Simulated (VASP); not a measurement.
# K (Im-3m) in VASP: notebook

K is run at these levels: r2SCAN; tasks: single point, relaxation of cell and atoms.

All numbers are computed with VASP 6.6.1; they aren't measurements. Logs are shortened: lines on timing, memory, paths and dates and some standing lists are left out, and cuts for length are marked.

### Step 1. The cell of the first run

Symmetry: Im-3m, No. 229, cubic system. Conventional cell: a = 5.350 Å, b = 5.350 Å, c = 5.350 Å, α = 90.00°, β = 90.00°, γ = 90.00°.

### Step 2. Single point, r2SCAN

The input, POSCAR:

```
K
1.0
   -2.6751930316      2.6751930316      2.6751930316
    2.6751930316     -2.6751930316      2.6751930316
    2.6751930316      2.6751930316     -2.6751930316
K
1
Direct
    0.0000000000      0.0000000000      0.0000000000
```

The input, INCAR.step1:

```
SYSTEM = K
PREC = Accurate ; ENCUT = 520
ISMEAR = -1 ; SIGMA = 0.05
LREAL = .FALSE. ; LASPH = .TRUE.
NELM = 100 ; NBANDS = 10
GGA = PE ; ALGO = Normal
EDIFF = 1E-4 ; LWAVE = .TRUE.
LCHARG = .FALSE.
```

The input, INCAR.step2:

```
SYSTEM = K
PREC = Accurate ; ENCUT = 520
EDIFF = 1E-7 ; ISMEAR = -1
SIGMA = 0.05 ; LREAL = .FALSE.
LASPH = .TRUE. ; NELM = 100
ALGO = Normal ; ISIF = 2
LWAVE = .FALSE. ; LCHARG = .TRUE.
METAGGA = R2SCAN ; LMIXTAU = .TRUE.
LELF = .TRUE. ; LVHAR = .TRUE.
NBANDS = 10 ; ISTART = 1
```

The input, KPOINTS:

```
regular mesh
0
G
  6 6 6
  0 0 0
```

Potentials or basis: VASP PAW PBE potentials, release 64 (K_sv).

Launch:

```sh
$ cat potpaw_PBE.64/K_sv/POTCAR > POTCAR
$ cp INCAR.step1 INCAR
$ mpirun -np 1 vasp_std > vasp.out
$ cp INCAR.step2 INCAR
$ mpirun -np 1 vasp_std > vasp.out
```

OUTCAR:

```text
SYSTEM = K
   PREC = Accurate
   ENCUT = 520
   EDIFF = 1E-7
   ISMEAR = -1
   LREAL = .FALSE.
   LASPH = .TRUE.
   NELM = 100
   ISIF = 2
   METAGGA = R2SCAN
   ISTART = 1

 ion  position               nearest neighbor table
   1  0.000  0.000  0.000-

  LATTYP: Found a body centered cubic cell.
 ALAT       =     5.3503860632

  Lattice vectors:

 A1 = (  -2.6751930316,   2.6751930316,   2.6751930316)
 A2 = (   2.6751930316,  -2.6751930316,   2.6751930316)
 A3 = (   2.6751930316,   2.6751930316,  -2.6751930316)

Analysis of symmetry for initial positions (statically):
=====================================================================
 Subroutine PRICEL returns:
 Original cell was already a primitive cell.

 Routine SETGRP: Setting up the symmetry group for a
 body centered cubic supercell.

 Subroutine GETGRP returns: Found 48 space group operations
 (whereof 48 operations were pure point group operations)
 out of a pool of 48 trial point group operations.

The static configuration has the point symmetry O_h .

Analysis of symmetry for dynamics (positions and initial velocities):
=====================================================================
 Subroutine PRICEL returns:
 Original cell was already a primitive cell.

 Routine SETGRP: Setting up the symmetry group for a
 body centered cubic supercell.

 Subroutine GETGRP returns: Found 48 space group operations
 (whereof 48 operations were pure point group operations)
 out of a pool of 48 trial point group operations.

The dynamic configuration has the point symmetry O_h .

 Subroutine INISYM returns: Found 48 space group operations
 (whereof 48 operations are pure point group operations),
 and found     1 'primitive' translations

----------------------------------------------------------------------------------------

                                     Primitive cell

  volume of cell :      76.5818

  direct lattice vectors                    reciprocal lattice vectors
    -2.675193032  2.675193032  2.675193032     0.000000000  0.186902401  0.186902401
     2.675193032 -2.675193032  2.675193032     0.186902401  0.000000000  0.186902401
     2.675193032  2.675193032 -2.675193032     0.186902401  0.186902401  0.000000000

  length of vectors
     4.633570251  4.633570251  4.633570251     0.264319910  0.264319910  0.264319910

  position of ions in fractional coordinates (direct lattice)
     0.000000000  0.000000000  0.000000000

  ion indices of the primitive-cell ions
   primitive index   ion index
                 1           1

----------------------------------------------------------------------------------------

 KPOINTS: regular mesh

Automatic generation of k-mesh.
 Grid dimensions read from file:
 generate k-points for:    6    6    6

 Generating k-lattice:

  Cartesian coordinates                     Fractional coordinates (reciprocal lattice)
     0.000000000  0.031150400  0.031150400     0.166666667  0.000000000  0.000000000
     0.031150400  0.000000000  0.031150400     0.000000000  0.166666667  0.000000000
     0.031150400  0.031150400  0.000000000     0.000000000  0.000000000  0.166666667

  Length of vectors
     0.044053318  0.044053318  0.044053318

  Shift w.r.t. Gamma in fractional coordinates (k-lattice)
     0.000000000  0.000000000  0.000000000

 Subroutine IBZKPT returns following result:
 ===========================================

 Found     16 irreducible k-points:

 Following reciprocal coordinates:
            Coordinates               Weight
  0.000000  0.000000  0.000000      1.000000
  0.166667  0.000000  0.000000     12.000000
  0.333333  0.000000  0.000000     12.000000
  0.500000  0.000000  0.000000      6.000000
  0.166667  0.166667  0.000000     24.000000
  0.333333  0.166667 -0.000000     48.000000
[... 8 lines left out ...]
  0.500000  0.500000  0.333333     12.000000
  0.500000  0.500000  0.500000      1.000000
   k-points           NKPTS =     16   k-points in BZ     NKDIM =     16   number of bands    NBANDS=     10
   number of dos      NEDOS =    301   number of ions     NIONS =      1
   total plane-waves  NPLWV =  46656
   dimension x,y,z NGX =    36 NGY =   36 NGZ =   36
   dimension x,y,z NGXF=    72 NGYF=   72 NGZF=   72
   ions per type =               1
   NGX,Y,Z   is equivalent  to a cutoff of  12.92, 12.92, 12.92 a.u.
   NGXF,Y,Z  is equivalent  to a cutoff of  25.83, 25.83, 25.83 a.u.
 SYSTEM =  K
   PREC   = accura    normal or accurate (medium, high low for compatibility)
   ISTART =      1    job   : 0-new  1-cont  2-samecut
   ICHARG =      0    charge: 1-file 2-atom 10-const
   ISPIN  =      1    spin polarized calculation?
   LNONCOLLINEAR =      F non collinear calculations
   LSORBIT =      F    spin-orbit coupling
   LASPH  =      T    aspherical Exc in radial PAW
   ENCUT  =  520.0 eV  38.22 Ry    6.18 a.u.   8.62  8.62  8.62*2*pi/ulx,y,z
   NELM   =    100;   NELMIN=  2; NELMDL=  0     # of ELM steps
   EDIFF  = 0.1E-06   stopping-criterion for ELM
   LREAL  =      F    real-space projection
   EDIFFG = 0.1E-05   stopping-criterion for IOM
   NSW    =      0    number of steps for IOM
   IBRION =     -1    ionic relax: 0-MD 1-quasi-New 2-CG
   NFREE  =      0    steps in history (QN), initial steepest desc. (CG)
   ISIF   =      2    stress and relaxation
   ISYM   =      2    0-nonsym 1-usesym 2-fastsym
   POTIM  = 0.5000    time-step for ionic-motion
   TEBEG  =    0.0;   TEEND  =   0.0 temperature during run
   PSTRESS=    0.0 pullay stress
   NELECT =       9.0000    total number of electrons
   NUPDOWN=      -1.0000    fix difference up-down
   EMIN   =  10.00;   EMAX   =-10.00  energy-range for DOS
   EFERMI =   0.00;   METHOD = LEGACY
   ISMEAR =    -1;   SIGMA  =   0.05  broadening in eV -4-tet -1-fermi 0-gaus
   EFERMI_NEDOS =   21; number of points for ismear=-14 and -15
   IALGO  =     38    algorithm
   IMIX   =      4    mixing-type and parameters
     AMIX     =   0.40;   BMIX     =  1.00
     AMIX_MAG =   1.60;   BMIX_MAG =  1.00
  volume/ion in A,a.u.               =      76.58       516.80
  Fermi-wavevector in a.u.,A,eV,Ry     =   0.801888  1.515349  8.748884  0.643025
  Thomas-Fermi vector in A             =   1.909461
   LORBIT       =      0    0 simple, 1 ext, 2 COOP (PROOUT), +10 PAW based schemes
   METAGGA = R2SCAN    functional components
   LHFCALC =     F    Hartree Fock is set to
   AEXX    =    0.0000 exact exchange contribution
   IVDW    =     0    specifies the selected vdW correction
   LEPSILON=     F    determine dielectric tensor
   LRPA    =     F    only Hartree local field effects (RPA)
 non-spin polarized calculation
  energy-cutoff  :      520.00
  volume of cell :       76.58
 maximum number of plane-waves:      2093
 NGX is ok and might be reduce to    36
   NGX = 17   NGY = 17   NGZ = 17

 number of electron       9.0000000 magnetization

 Free energy of the ion-electron system (eV)
  ---------------------------------------------------
  ext. energy  EPLUGINS =         0.00000000
  ---------------------------------------------------
  free energy    TOTEN  =        -5.99931177 eV

  energy without entropy =       -5.98391835  energy(sigma->0) =       -5.99161506

 E-fermi :  -0.1322     XC(G=0):  -5.8051

 val. band max:       -0.4138326282   @ k =   0.1667   0.1667   0.1667
 cond. band min:      -0.1196631481   @ k =   0.3333   0.1667  -0.0000
 fundamental gap:      0.2941694801
 Fermi energy:        -0.1322108681

 k-point     1 :       0.0000    0.0000    0.0000
  band No.  band energies     occupation
      1     -33.8326      2.00000
      2     -16.5065      2.00000
      3     -16.5065      2.00000
      4     -16.5065      2.00000
      5      -2.3969      2.00000
      6       4.5615      0.00000
      7       4.5616      0.00000
      8       4.5616      0.00000
      9       5.5001      0.00000
     10       5.5001      0.00000

 k-point     2 :       0.1667    0.0000    0.0000
  band No.  band energies     occupation
      1     -33.8317      2.00000
      2     -16.5217      2.00000
      3     -16.5115      2.00000
      4     -16.5065      2.00000
      5      -2.0438      2.00000
      6       3.8313      0.00000
      7       4.1395      0.00000
      8       4.8359      0.00000
      9       5.2391      0.00000
     10       5.4156      0.00000

 k-point     3 :       0.3333    0.0000    0.0000
  band No.  band energies     occupation
      1     -33.8299      2.00000
      2     -16.5518      2.00000
      3     -16.5215      2.00000
      4     -16.5065      2.00000
      5      -1.0411      2.00000
      6       2.1566      0.00000
      7       3.5519      0.00000
      8       5.3486      0.00000
      9       5.5089      0.00000
     10       5.6308      0.00000

 k-point     4 :       0.5000    0.0000    0.0000
  band No.  band energies     occupation
      1     -33.8290      2.00000
      2     -16.5666      2.00000
      3     -16.5265      2.00000
      4     -16.5065      2.00000
      5       0.4206      0.00003
      6       0.4689      0.00001
      7       3.3230      0.00000
      8       5.1974      0.00000
      9       6.0540      0.00000
     10       6.1063      0.00000
[... 118 lines left out ...]
 k-point    14 :      -0.3333    0.3333    0.3333
  band No.  band energies     occupation
      1     -33.8277      2.00000
      2     -16.5460      2.00000
      3     -16.5382      2.00000
      4     -16.5382      2.00000
      5       0.1437      0.00799
      6       2.2299      0.00000
      7       3.5127      0.00000
      8       3.5128      0.00000
      9       4.2980      0.00000
     10       5.9928      0.00000

 k-point    15 :       0.5000    0.5000    0.3333
  band No.  band energies     occupation
      1     -33.8270      2.00000
      2     -16.5537      2.00000
      3     -16.5437      2.00000
      4     -16.5388      2.00000
      5       1.1822      0.00000
      6       1.4697      0.00000
      7       3.1559      0.00000
      8       3.4702      0.00000
      9       4.3282      0.00000
     10       6.5651      0.00000

 k-point    16 :       0.5000    0.5000    0.5000
  band No.  band energies     occupation
      1     -33.8263      2.00000
      2     -16.5494      2.00000
      3     -16.5494      2.00000
      4     -16.5494      2.00000
      5       1.6496      0.00000
      6       1.6496      0.00000
      7       3.5109      0.00000
      8       3.5111      0.00000
      9       3.5111      0.00000
     10       6.0753      0.00000

------------------------ aborting loop because EDIFF is reached ----------------------------------------

  FORCE on cell =-STRESS in cart. coord.  units (eV):
  Direction    XX          YY          ZZ          XY          YZ          ZX
  --------------------------------------------------------------------------------------
  -------------------------------------------------------------------------------------
  Total       -0.0019363     -0.0019363     -0.0019363      0.0000000     -0.0000000      0.0000000
  in kB       -0.0405090     -0.0405090     -0.0405090      0.0000000     -0.0000000      0.0000000
  external PRESSURE =      -0.0405090 kB  Pullay stress =       0.0000000 kB

 VOLUME and BASIS-vectors are now :
 -----------------------------------------------------------------------------
  energy-cutoff  :      520.00
  volume of cell :       76.58
      direct lattice vectors                 reciprocal lattice vectors
    -2.675193032  2.675193032  2.675193032     0.000000000  0.186902401  0.186902401
     2.675193032 -2.675193032  2.675193032     0.186902401  0.000000000  0.186902401
     2.675193032  2.675193032 -2.675193032     0.186902401  0.186902401  0.000000000

 POSITION                                       TOTAL-FORCE (eV/Angst)
 -----------------------------------------------------------------------------------
      0.00000      0.00000      0.00000        -0.000000     -0.000000     -0.000000
 -----------------------------------------------------------------------------------
    total drift:                               -0.000000      0.000000      0.000000

  FREE ENERGIE OF THE ION-ELECTRON SYSTEM (eV)
  ---------------------------------------------------
  free  energy   TOTEN  =        -5.9993117723 eV

  energy  without entropy=       -5.9839183534  energy(sigma->0) =       -5.99161506
```

It took 22 s on 1 thread of Intel Xeon 6975P-C (Granite Rapids), shared host; peak memory 0.21 GiB.

What came out:

```yaml
Free_energy: -5.9993 eV
Pressure: 0.0 GPa
```

Levels at points of the mesh, in eV from the Fermi level:
| k point | band 2 | band 3 | band 4 | band 5 | band 6 | band 7 |
| --- | --- | --- | --- | --- | --- | --- |
| (0.00, 0.00, 0.00) | -16.37 | -16.37 | -16.37 | -2.26 | 4.69 | 4.69 |
| (0.50, 0.00, 0.00) | -16.43 | -16.39 | -16.37 | 0.55 | 0.60 | 3.46 |
| (0.50, 0.50, 0.50) | -16.42 | -16.42 | -16.42 | 1.78 | 1.78 | 3.64 |

Caveat: the PAW data sets were made with another functional, which shifts forces and pressure a little.

### Step 3. Relaxation of cell and atoms, r2SCAN

This run uses another cell than the first one, of 71.32 Å³/atom, 0.931 times its volume.

The input, POSCAR:

```
K
1.0
   -2.6125000000      2.6125000000      2.6125000000
    2.6125000000     -2.6125000000      2.6125000000
    2.6125000000      2.6125000000     -2.6125000000
K
1
Direct
    0.0000000000      0.0000000000      0.0000000000
```

The input, INCAR.step1:

```
PREC = Accurate ; ENCUT = 600
ISMEAR = -1 ; SIGMA = 0.05
LREAL = F ; LASPH = T
NELM = 100 ; GGA = PE
ALGO = Normal ; EDIFF = 1E-4
LWAVE = T ; LCHARG = F
```

The input, INCAR.step2:

```
PREC = Accurate ; ENCUT = 600
EDIFF = 1E-7 ; ISMEAR = -1
SIGMA = 0.05 ; LREAL = F
LASPH = T ; NELM = 100
ALGO = Normal ; ISIF = 3
LWAVE = F ; LCHARG = F
METAGGA = R2SCAN ; LMIXTAU = T
IBRION = 2 ; NSW = 80
EDIFFG = -0.02 ; ISTART = 1
```

The input, KPOINTS:

```
Automatic mesh
0
Gamma
  6 6 6
```

Potentials or basis: VASP PAW PBE potentials, release 64 (K_sv).

Launch:

```sh
$ cat potpaw_PBE.64/K_sv/POTCAR > POTCAR
$ cp INCAR.step1 INCAR
$ mpirun -np 1 vasp_std > vasp.out
$ cp INCAR.step2 INCAR
$ mpirun -np 1 vasp_std > vasp.out
```

It took 83 s on 1 thread of Intel Xeon 6975P-C (Granite Rapids), shared host; peak memory 0.22 GiB.

Results (log left out):

* Free energy: -6.0001 eV
* Relaxed volume: 76.79 Å³/atom
* Relaxed cell: a = 4.638 Å, b = 4.638 Å, c = 4.638 Å, α = 109.47°, β = 109.47°, γ = 109.47°
* Space group after relaxing (to 0.05 Å): Im-3m (No. 229)
* Energy gained by relaxing: 5.0 meV/atom
* Ionic steps: 3
* Pressure after relaxing: 0.0 GPa

Step by step:
| step | energy change (eV) | largest force (eV/Å) | pressure (GPa) | volume (Å³) |
| --- | --- | --- | --- | --- |
| 1 | 0.0000 | 0.0000 | 0.30 | 71.32 |
| 2 | -0.0023 | 0.0000 | 0.22 | 72.72 |
| 3 | -0.0050 | 0.0000 | 0.01 | 76.79 |

Final structure:
```
CELL_PARAMETERS angstrom
-2.67766 2.67766 2.67766
2.67766 -2.67766 2.67766
2.67766 2.67766 -2.67766
ATOMIC_POSITIONS crystal
K 0.00000 0.00000 0.00000
```

Levels at points of the mesh, in eV from the Fermi level:
```tsv
k point	band 1	band 2	band 3	band 4	band 5	band 6	band 7	band 8
(0.00, 0.00, 0.00)	-33.70	-16.38	-16.38	-16.38	-2.26	4.69	4.69	4.69
(0.50, 0.00, 0.00)	-33.70	-16.44	-16.40	-16.38	0.55	0.60	3.46	5.33
(0.50, 0.50, 0.50)	-33.70	-16.42	-16.42	-16.42	1.78	1.78	3.64	3.64
```

Caveat: the PAW data sets were made with another functional, which shifts forces and pressure a little.
